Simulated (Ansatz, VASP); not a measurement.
# GaF in VASP and in Ansatz

Contents of INCAR:

```
SYSTEM = GaF
  ALGO = Normal
  EDIFF = 1E-7
  ENCUT = 520
  GGA = PE
  ISIF = 2
  ISMEAR = -1
  LASPH = .True.
  LCHARG = .False.
  LREAL = .False.
  LWAVE = .False.
  NBANDS = 17
  NELM = 80
  PREC = Accurate
  SIGMA = 0.04
```

Contents of KPOINTS:

```
k-points
0
Gamma
  5 5 5
  0 0 0
```

Contents of POSCAR:

```
GaF
1.0
    3.1659200000      0.0000000000      0.0000000000
    0.0000000000      3.1659200000      0.0000000000
    0.0000000000      0.0000000000      3.1659200000
Ga F
1 1
Direct
    0.0000000000      0.0000000000      0.0000000000
    0.5000000000      0.5000000000      0.5000000000
```

Contents of input.yaml:

```yaml
crystal:
  lattice:
    - [3.16592, 0.0, 0.0]
    - [0.0, 3.16592, 0.0]
    - [0.0, 0.0, 3.16592]
  atoms:
    - { symbol: Ga, position: [0.0, 0.0, 0.0] }
    - { symbol: F, position: [0.5, 0.5, 0.5] }
kpoints:
  mp_grid: { grid: [5, 5, 5] }
scf:
  occupations: { method: fermi_dirac, width: 0.04 }
hamiltonian:
  xc: pbe
  pseudopotentials: { kind: all_electron, lapw: { basis_error: 0.002 } }
output:
  forces: true
  stress: true
  eigenvalues: true
```

Alike in both runs: task single point; functional PBE; k mesh 5 × 5 × 5; occupations fermi-dirac, width 0.04 eV; no spin polarisation.

|  | VASP | Ansatz |
| --- | --- | --- |
| version | VASP 6.6.1 | Ansatz 0.2.0 |
| potentials or method | VASP PAW PBE potentials, release 64 (Ga_d, F), cutoff 520 eV | all-electron LAPW, scalar-relativistic |

VASP gave:

```
gap on the k mesh at the Fermi level (eV) : 2.34
least direct gap on the mesh (eV)         : 2.80
pressure (GPa)                            : -0.4
```

Task: Which values does Ansatz return?

Result: gap on the k mesh at the Fermi level (eV): 2.34; least direct gap on the mesh (eV): 2.80; pressure (GPa): -0.2.

Ansatz ran all-electron here, and VASP with PAW potentials.
